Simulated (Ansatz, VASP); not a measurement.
**One calculation of Co, two programs**

```
CELL_PARAMETERS angstrom
0.00000 2.56953 2.56953
2.56953 0.00000 2.56953
2.56953 2.56953 0.00000
ATOMIC_POSITIONS crystal
Co 0.12500 0.12500 0.12500
Co 0.87500 0.87500 0.87500
```

Alike in both runs: functional RPBE; k mesh 11 × 11 × 11; occupations fermi-dirac, width 0.05 eV; collinear spin.

Ansatz relaxed the structure, and its values are those at the end. VASP's run is a single point on that final structure, the one shown.

|  | VASP | Ansatz |
| --- | --- | --- |
| version | VASP 6.6.1 | Ansatz 0.2.0 |
| potentials or method | VASP PAW PBE potentials, release 64 (Co), cutoff 520 eV | plane waves (420 eV) with PAW, scalar-relativistic |
| valence electrons in the cell | 18 | 34 |

Ansatz gave:

* pressure (GPa): 0.0
* net moment per atom (μB): 1.76
* size of the moment on the site where the two differ most (μB): 1.79

**Question.** What did VASP give for the same quantities?

**Answer.** Pressure (GPa): -0.5; net moment per atom (μB): 1.75; size of the moment on the site where the two differ most (μB): 1.75.

VASP's potentials were made for PBE, not for RPBE. Site moments also hang on the region over which each program counts them. VASP's potentials hold 18 valence electrons a cell and Ansatz's 34, so a difference there can come from the potentials and not from the codes.
